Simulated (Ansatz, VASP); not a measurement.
**C: VASP beside Ansatz**

```xyz
4
Lattice="2.3983 0.0000 0.0000 -1.1992 2.0770 0.0000 0.0000 0.0000 7.2430" Properties=species:S:1:pos:R:3 pbc="T T T"
C     0.0000    0.0000    0.0181
C     0.0000    0.0000    3.6396
C     0.0000    1.3847    0.0181
C     1.1992    0.6923    3.6396
```

Alike in both runs: task single point; functional PBEsol; dispersion D3(BJ); k mesh 21 × 21 × 8; occupations gaussian, width 0.15 eV; no spin polarisation.

```csv
,VASP,Ansatz
version,VASP 6.6.1,Ansatz 0.2.0
potentials or method,"VASP PAW PBE potentials, release 64 (C), cutoff 520 eV","scalar-relativistic, plane waves, PAW"
valence electrons in the cell,16,16
```

VASP gave:

- gap on the k mesh at the Fermi level (eV): none
- pressure (GPa): 22.6
- traceless stress, the component that is largest in VASP (GPa): -24.60

**Question.** Estimate Ansatz's values.

**Answer.** gap on the k mesh at the Fermi level (eV): none; pressure (GPa): 21.8; traceless stress, the component that is largest in VASP (GPa): -23.79.

VASP's potentials were made for PBE, not for PBEsol, and Ansatz warns of the same on its side. A gap of «none» marks a metal or a gap that the smearing closes.
